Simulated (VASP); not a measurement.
Crystal: WS2.

```xyz
3
Lattice="1.5790 0.9116 6.1633 -1.5790 0.9116 6.1633 0.0000 -1.8233 6.1633" Properties=species:S:1:pos:R:3 pbc="T T T"
W     0.0000    0.0000    0.0000
S     0.0000    0.0000    4.6170
S     0.0000    0.0000    7.7473
```

* Program: VASP 6.6.1
* Task: relaxation of cell and atoms
* Functional: LDA
* Potentials or basis: VASP PAW LDA potentials, release 64 (W_sv, S)
* Cutoff: 600 eV
* k mesh: 8 × 8 × 8
* Occupations: fermi-dirac, width 0.02 eV
* Spin: no spin polarisation

At the start: pressure -3.2 GPa; volume 17.74 Å³/atom.

**Question.** How do energy, volume and symmetry change on relaxing?

**Answer.** Over 22 steps the energy falls by 5.9 meV/atom and the volume is 17.17 Å³/atom (-3.3 %); space group R3m (No. 160, to 0.1 Å) before and after.

Step by step:
```tsv
step	energy change (eV)	largest force (eV/Å)	pressure (GPa)	volume (Å³)
1	0.0000	0.5877	-3.23	53.23
2	0.0444	1.4164	7.71	50.53
3	-0.0148	0.2206	0.14	52.30
4	-0.0148	0.2236	0.20	52.28
5	-0.0153	0.2329	-0.47	52.27
6	-0.0161	0.0856	-0.18	52.28
7	-0.0164	0.0270	-0.10	52.16
8	-0.0164	0.0275	-0.10	52.15
9	-0.0166	0.0427	0.11	52.05
10	-0.0167	0.0752	0.48	51.84
11	-0.0167	0.0745	0.48	51.83
12	-0.0168	0.0732	0.45	51.80
13	-0.0170	0.0710	0.44	51.72
14	-0.0173	0.0658	0.39	51.58
15	-0.0174	0.0744	0.32	51.30
16	-0.0174	0.0610	0.35	51.40
17	-0.0176	0.0284	0.11	51.47
18	-0.0176	0.0157	-0.02	51.50
19	-0.0176	0.0155	-0.03	51.50
20	-0.0176	0.0198	0.04	51.49
21	-0.0176	0.0150	0.00	51.50
22	-0.0176	0.0072	0.00	51.50
```

Final structure:
```cif
data_structure
_symmetry_space_group_name_H-M 'P 1'
_symmetry_Int_Tables_number 1
_cell_length_a 6.3248
_cell_length_b 6.3248
_cell_length_c 6.3248
_cell_angle_alpha 28.675
_cell_angle_beta 28.675
_cell_angle_gamma 28.675
_cell_volume 51.50
loop_
_atom_site_label
_atom_site_type_symbol
_atom_site_fract_x
_atom_site_fract_y
_atom_site_fract_z
_atom_site_occupancy
W1 W 0.00066 0.00066 0.00066 1
S1 S 0.24812 0.24812 0.24812 1
S2 S 0.41991 0.41991 0.41991 1
```
